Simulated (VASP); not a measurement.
# WC (P1) in VASP: single point with LDA

Aim: the single point of WC with LDA.

All numbers are computed with VASP 6.6.1; they aren't measurements. Logs are shortened: lines on timing, memory, paths and dates and some standing lists are left out, and cuts for length are marked.

**1. The cell of the first run**

The typed cell holds 16 atoms: a = 5.803 Å, b = 5.026 Å, c = 5.677 Å, α = 90.00°, β = 90.00°, γ = 90.00°.

**2. Single point, LDA**

INCAR reads:

```
SYSTEM = WC
PREC     = Accurate       ! precision mode
ENCUT    = 520            ! plane-wave cutoff, eV
EDIFF    = 1E-6           ! SCF threshold, eV
ISMEAR   = -1             ! smearing method
SIGMA    = 0.36           ! smearing width, eV
LREAL    = Auto         
LASPH    = .True.         ! aspherical terms in the spheres
NELM     = 100            ! most SCF steps
ALGO     = Normal         ! electronic algorithm
ISIF     = 2              ! what is computed and relaxed
LWAVE    = .False.        ! write WAVECAR
LCHARG   = .False.        ! write CHGCAR
NBANDS   = 86             ! bands
```

KPOINTS reads:

```
Automatic mesh
0
Gamma
  2 2 2
  0 0 0
```

POSCAR reads:

```
WC
1.0
   -2.9015800000     -5.0256840000      0.0000000000
    4.3523700000     -2.5128420000      0.0000000000
    0.0000000000      0.0000000000      5.6773400000
W C
8 8
Direct
    0.7516359190      0.5569452390     -0.0346465070
    0.7552985426      0.5776758743      0.4843289287
    0.4830883088      0.0420045573     -0.0356681122
    0.4803952019      0.0547529530      0.4397834197
    0.2388775822      0.5473391313     -0.0367249451
    0.2748973052      0.5632877083      0.4714003389
    0.0151120498      0.0519139736     -0.0400539689
   -0.0044771747      0.0596937115      0.4635445473
    0.4934714829      0.7171832784      0.1875878492
    0.4787857099      0.7138030637      0.7271539136
    0.2578801994      0.2371719383      0.2256162217
    0.2571668182      0.2281722593      0.7297079266
   -0.0177952390      0.7215070617      0.2049022958
    0.0201584332      0.7275786081      0.7327199005
    0.7663504908      0.2269400941      0.2093938358
    0.7286382441      0.2114714871      0.7166031980
```

Potentials or basis: VASP PAW LDA potentials, release 64 (W_sv, C).

Command:

```
$ cat potpaw_LDA.64/W_sv/POTCAR potpaw_LDA.64/C/POTCAR > POTCAR
$ mpirun -np 1 vasp_std > vasp.out
```

OUTCAR:

```text
SYSTEM = WC
   PREC = Accurate
   ENCUT = 520
   EDIFF = 1E-6
   ISMEAR = -1
   LREAL = Auto
   LASPH = .True.
   NELM = 100
   ISIF = 2

 ion  position               nearest neighbor table
   1  0.752  0.557  0.965-  13 2.08   9 2.12  15 2.16  14 2.22  10 2.23  16 2.24   2 2.73   5 2.83
                             3 2.89   7 2.92   2 2.95   7 2.96   5 2.98   3 3.02
   2  0.755  0.578  0.484-  13 2.18  14 2.22  10 2.22  16 2.27  15 2.36   9 2.37   1 2.73   6 2.79
                             8 2.80   4 2.89   1 2.95   8 2.96   6 3.02   4 3.08
   3  0.483  0.042  0.964-   9 2.07  12 2.09  10 2.13  16 2.18  11 2.21  15 2.35   4 2.70   7 2.72
                             5 2.86   1 2.89   5 2.91   4 2.98   1 3.02   7 3.09
   4  0.480  0.055  0.440-  11 2.00   9 2.22  12 2.27  16 2.27  15 2.28  10 2.37   3 2.70   6 2.75
                             8 2.82   6 2.83   2 2.89   3 2.98   8 2.99   2 3.08
   5  0.239  0.547  0.963-  14 2.04  12 2.08  10 2.11   9 2.13  11 2.16  13 2.21   6 2.80   7 2.81
                             1 2.83   7 2.85   3 2.86   6 2.89   3 2.91   1 2.98
   6  0.275  0.563  0.471-  10 2.02  11 2.15   9 2.19  12 2.24  14 2.25  13 2.41   4 2.75   2 2.79
                             5 2.80   4 2.83   5 2.89   8 2.98   8 3.01   2 3.02
   7  0.015  0.052  0.960-  14 2.08  12 2.11  13 2.17  15 2.21  11 2.26  16 2.31   3 2.72   5 2.81
                             8 2.82   5 2.85   8 2.86   1 2.92   1 2.96   3 3.09
   8  0.996  0.060  0.464-  15 2.13  11 2.22  16 2.25  13 2.25  14 2.27  12 2.30   2 2.80   4 2.82
                             7 2.82   7 2.86   2 2.96   6 2.98   4 2.99   6 3.01
   9  0.493  0.717  0.188-   3 2.07   1 2.12   5 2.13   6 2.19   4 2.22   2 2.37
  10  0.479  0.714  0.727-   6 2.02   5 2.11   3 2.13   2 2.22   1 2.23   4 2.37
  11  0.258  0.237  0.226-   4 2.00   6 2.15   5 2.16   3 2.21   8 2.22   7 2.26
  12  0.257  0.228  0.730-   5 2.08   3 2.09   7 2.11   6 2.24   4 2.27   8 2.30
  13  0.982  0.722  0.205-   1 2.08   7 2.17   2 2.18   5 2.21   8 2.25   6 2.41
  14  0.020  0.728  0.733-   5 2.04   7 2.08   1 2.22   2 2.22   6 2.25   8 2.27
  15  0.766  0.227  0.209-   8 2.13   1 2.16   7 2.21   4 2.28   3 2.35   2 2.36
  16  0.729  0.211  0.717-   3 2.18   1 2.24   8 2.25   2 2.27   4 2.27   7 2.31

  LATTYP: Found a simple orthorhombic cell.
 ALAT       =     5.0256839867
 B/A-ratio  =     1.1296651391
 C/A-ratio  =     1.1547005404

  Lattice vectors:

 A1 = (   4.3523700000,  -2.5128420000,   0.0000000000)
 A2 = (   0.0000000000,   0.0000000000,   5.6773400000)
 A3 = (  -2.9015800000,  -5.0256840000,   0.0000000000)

Analysis of symmetry for initial positions (statically):
=====================================================================
 Subroutine PRICEL returns:
 Original cell was already a primitive cell.

 Routine SETGRP: Setting up the symmetry group for a
 simple orthorhombic supercell.

 Subroutine GETGRP returns: Found  1 space group operations
 (whereof  1 operations were pure point group operations)
 out of a pool of  8 trial point group operations.

The static configuration has the point symmetry C_1 .

Analysis of symmetry for dynamics (positions and initial velocities):
=====================================================================
 Subroutine PRICEL returns:
 Original cell was already a primitive cell.

 Routine SETGRP: Setting up the symmetry group for a
 simple orthorhombic supercell.

 Subroutine GETGRP returns: Found  1 space group operations
 (whereof  1 operations were pure point group operations)
 out of a pool of  8 trial point group operations.

The dynamic configuration has the point symmetry C_1 .

 Subroutine INISYM returns: Found  1 space group operations
 (whereof  1 operations are pure point group operations),
 and found     1 'primitive' translations

----------------------------------------------------------------------------------------

                                     Primitive cell

  volume of cell :     165.5788

  direct lattice vectors                    reciprocal lattice vectors
    -2.901580000 -5.025684000  0.000000000    -0.086159954 -0.149233418  0.000000000
     4.352370000 -2.512842000  0.000000000     0.172319908 -0.099488945  0.000000000
     0.000000000  0.000000000  5.677340000     0.000000000  0.000000000  0.176138826

  length of vectors
     5.803160015  5.025683987  5.677340000     0.172319908  0.198977891  0.176138826

  position of ions in fractional coordinates (direct lattice)
     0.751635919  0.556945239  0.965353493
     0.755298543  0.577675874  0.484328929
     0.483088309  0.042004557  0.964331888
     0.480395202  0.054752953  0.439783420
     0.238877582  0.547339131  0.963275055
     0.274897305  0.563287708  0.471400339
[... 8 lines left out ...]
     0.766350491  0.226940094  0.209393836
     0.728638244  0.211471487  0.716603198

  ion indices of the primitive-cell ions
   primitive index   ion index
                 1           1
                 2           2
                 3           3
                 4           4
                 5           5
                 6           6
[... 8 lines left out ...]
                15          15
                16          16

----------------------------------------------------------------------------------------

 KPOINTS: Automatic mesh

Automatic generation of k-mesh.
 Grid dimensions read from file:
 generate k-points for:    2    2    2

 Generating k-lattice:

  Cartesian coordinates                     Fractional coordinates (reciprocal lattice)
    -0.043079977 -0.074616709  0.000000000     0.500000000  0.000000000  0.000000000
     0.086159954 -0.049744473  0.000000000     0.000000000  0.500000000  0.000000000
     0.000000000  0.000000000  0.088069413     0.000000000  0.000000000  0.500000000

  Length of vectors
     0.086159954  0.099488945  0.088069413

  Shift w.r.t. Gamma in fractional coordinates (k-lattice)
     0.000000000  0.000000000  0.000000000

 Subroutine IBZKPT returns following result:
 ===========================================

 Found      8 irreducible k-points:

 Following reciprocal coordinates:
            Coordinates               Weight
  0.000000  0.000000  0.000000      1.000000
  0.500000  0.000000  0.000000      1.000000
  0.000000  0.500000  0.000000      1.000000
  0.500000  0.500000  0.000000      1.000000
  0.000000  0.000000  0.500000      1.000000
  0.500000  0.000000  0.500000      1.000000
  0.000000  0.500000  0.500000      1.000000
  0.500000  0.500000  0.500000      1.000000
   k-points           NKPTS =      8   k-points in BZ     NKDIM =      8   number of bands    NBANDS=     86
   number of dos      NEDOS =    301   number of ions     NIONS =     16
   total plane-waves  NPLWV =  80640
   dimension x,y,z NGX =    48 NGY =   40 NGZ =   42
   dimension x,y,z NGXF=    96 NGYF=   80 NGZF=   84
   ions per type =               8   8
   NGX,Y,Z   is equivalent  to a cutoff of  13.75, 13.23, 12.30 a.u.
   NGXF,Y,Z  is equivalent  to a cutoff of  27.50, 26.46, 24.60 a.u.
 SYSTEM =  WC
   PREC   = accura    normal or accurate (medium, high low for compatibility)
   ISTART =      0    job   : 0-new  1-cont  2-samecut
   ICHARG =      2    charge: 1-file 2-atom 10-const
   ISPIN  =      1    spin polarized calculation?
   LNONCOLLINEAR =      F non collinear calculations
   LSORBIT =      F    spin-orbit coupling
   LASPH  =      T    aspherical Exc in radial PAW
   ENCUT  =  520.0 eV  38.22 Ry    6.18 a.u.  10.79  9.34 10.56*2*pi/ulx,y,z
   NELM   =    100;   NELMIN=  2; NELMDL= -5     # of ELM steps
   EDIFF  = 0.1E-05   stopping-criterion for ELM
   LREAL  =      T    real-space projection
   EDIFFG = 0.1E-04   stopping-criterion for IOM
   NSW    =      0    number of steps for IOM
   IBRION =     -1    ionic relax: 0-MD 1-quasi-New 2-CG
   NFREE  =      0    steps in history (QN), initial steepest desc. (CG)
   ISIF   =      2    stress and relaxation
   ISYM   =      2    0-nonsym 1-usesym 2-fastsym
   POTIM  = 0.5000    time-step for ionic-motion
   TEBEG  =    0.0;   TEEND  =   0.0 temperature during run
   PSTRESS=    0.0 pullay stress
   NELECT =     144.0000    total number of electrons
   NUPDOWN=      -1.0000    fix difference up-down
   EMIN   =  10.00;   EMAX   =-10.00  energy-range for DOS
   EFERMI =   0.00;   METHOD = LEGACY
   ISMEAR =    -1;   SIGMA  =   0.36  broadening in eV -4-tet -1-fermi 0-gaus
   EFERMI_NEDOS =   21; number of points for ismear=-14 and -15
   IALGO  =     38    algorithm
   IMIX   =      4    mixing-type and parameters
     AMIX     =   0.40;   BMIX     =  1.00
     AMIX_MAG =   1.60;   BMIX_MAG =  1.00
  volume/ion in A,a.u.               =      10.35        69.84
  Fermi-wavevector in a.u.,A,eV,Ry     =   1.562647  2.952974 33.223584  2.441865
  Thomas-Fermi vector in A             =   2.665534
   LORBIT       =      0    0 simple, 1 ext, 2 COOP (PROOUT), +10 PAW based schemes
   GGA     = CA    functional components
   LHFCALC =     F    Hartree Fock is set to
   AEXX    =    0.0000 exact exchange contribution
   IVDW    =     0    specifies the selected vdW correction
   LEPSILON=     F    determine dielectric tensor
   LRPA    =     F    only Hartree local field effects (RPA)
 non-spin polarized calculation
  energy-cutoff  :      520.00
  volume of cell :      165.58
 maximum number of plane-waves:      4478
 NGX is ok and might be reduce to    48
   NGX = 21   NGY = 19   NGZ = 21

 number of electron     144.0000007 magnetization

 Free energy of the ion-electron system (eV)
  ---------------------------------------------------
  ext. energy  EPLUGINS =         0.00000000
  ---------------------------------------------------
  free energy    TOTEN  =      -194.85057738 eV

  energy without entropy =     -192.91400453  energy(sigma->0) =     -193.88229096

 E-fermi :  11.4191     XC(G=0): -13.9759

 val. band max:       11.3806475039   @ k =   0.0000   0.5000   0.0000
 cond. band min:      11.5777080755   @ k =   0.5000   0.0000   0.5000
 fundamental gap:      0.1970605716
 Fermi energy:        11.4191002396

 k-point     1 :       0.0000    0.0000    0.0000
  band No.  band energies     occupation
      1     -62.5392      2.00000
      2     -62.4609      2.00000
      3     -62.4343      2.00000
      4     -62.4017      2.00000
      5     -62.3049      2.00000
      6     -62.2599      2.00000
[... 76 lines left out ...]
     83      15.3135      0.00004
     84      15.4510      0.00003

 k-point     2 :       0.5000    0.0000    0.0000
  band No.  band energies     occupation
      1     -62.5340      2.00000
      2     -62.4648      2.00000
      3     -62.4351      2.00000
      4     -62.4024      2.00000
      5     -62.2889      2.00000
      6     -62.2757      2.00000
[... 511 lines left out ...]
     83      14.8135      0.00016
     84      14.9360      0.00011

 k-point     8 :       0.5000    0.5000    0.5000
  band No.  band energies     occupation
      1     -62.5283      2.00000
      2     -62.4495      2.00000
      3     -62.4304      2.00000
      4     -62.4202      2.00000
      5     -62.2775      2.00000
      6     -62.2755      2.00000
[... 76 lines left out ...]
     83      14.7866      0.00017
     84      15.1195      0.00007
 [bands above 84 left out]

------------------------ aborting loop because EDIFF is reached ----------------------------------------

  FORCE on cell =-STRESS in cart. coord.  units (eV):
  Direction    XX          YY          ZZ          XY          YZ          ZX
  --------------------------------------------------------------------------------------
  -------------------------------------------------------------------------------------
  Total        4.5387415      2.0965464     -0.4079554     -0.1470275     -2.2772177     -2.9289111
  in kB       43.9178833     20.2866550     -3.9474683     -1.4226713    -22.0348703    -28.3408028
  external PRESSURE =      20.0856900 kB  Pullay stress =       0.0000000 kB

 VOLUME and BASIS-vectors are now :
 -----------------------------------------------------------------------------
  energy-cutoff  :      520.00
  volume of cell :      165.58
      direct lattice vectors                 reciprocal lattice vectors
    -2.901580000 -5.025684000  0.000000000    -0.086159954 -0.149233418  0.000000000
     4.352370000 -2.512842000  0.000000000     0.172319908 -0.099488945  0.000000000
     0.000000000  0.000000000  5.677340000     0.000000000  0.000000000  0.176138826

 POSITION                                       TOTAL-FORCE (eV/Angst)
 -----------------------------------------------------------------------------------
      0.24310     -5.17700      5.48064        -0.555366      1.214694     -0.162058
      0.32270     -5.24750      2.74970        -2.080978      1.488433     -2.605902
     -1.21890     -2.53340      5.47484         0.423489     -3.707359     -0.854097
     -1.15560     -2.55190      2.49680        -1.529337     -3.142559      4.348445
      1.68910     -2.57590      5.46884        -0.312356     -1.747272      1.702456
      1.65400     -2.79700      2.67630         1.178262      3.873299     -1.625458
[... 8 lines left out ...]
     -1.23590     -4.42170      1.18880         0.617867      1.179051      0.356332
     -1.19380     -4.19330      4.06840        -0.329957     -1.429132     -0.434641
 -----------------------------------------------------------------------------------
    total drift:                               -0.011342      0.004170      0.011342

  FREE ENERGIE OF THE ION-ELECTRON SYSTEM (eV)
  ---------------------------------------------------
  free  energy   TOTEN  =      -194.8505773835 eV

  energy  without entropy=     -192.9140045272  energy(sigma->0) =     -193.88229096
```

It took 2.2 min on 1 thread of AMD EPYC 9R45 (Zen 5), shared host; peak memory 0.23 GiB.

What came out:

- Free energy: -194.8506 eV
- Pressure: 2.0 GPa
- Largest force: 5.579 eV/Å
- Band gap on the k mesh: zero (band 72 reaches 11.58 eV, above the bottom of band 73 at 11.33 eV)

Forces on the atoms (eV/Å):
```
W   -0.555  1.215 -0.162
W   -2.081  1.488 -2.606
W    0.423 -3.707 -0.854
W   -1.529 -3.143  4.348
W   -0.312 -1.747  1.702
W    1.178  3.873 -1.625
W    2.592  2.383  1.298
W    0.278 -0.163  0.375
C   -0.263 -0.287  2.713
C   -0.493 -2.591 -0.506
C    0.087  1.687 -1.285
C   -0.272  1.116 -2.476
C   -0.232 -1.806  1.651
C    0.891  1.932 -2.495
C    0.618  1.179  0.356
C   -0.330 -1.429 -0.435
```

Stress tensor (GPa, compression positive):
```
 4.39 -0.14 -2.83
-0.14  2.03 -2.20
-2.83 -2.20 -0.39
```

Caveat: the k points lie up to 0.63 Å⁻¹ apart; spin-orbit coupling is left out, which moves the levels of the heavy elements; forces of over 1 eV/Å act on the atoms, so gaps and moduli don't describe the material at rest.
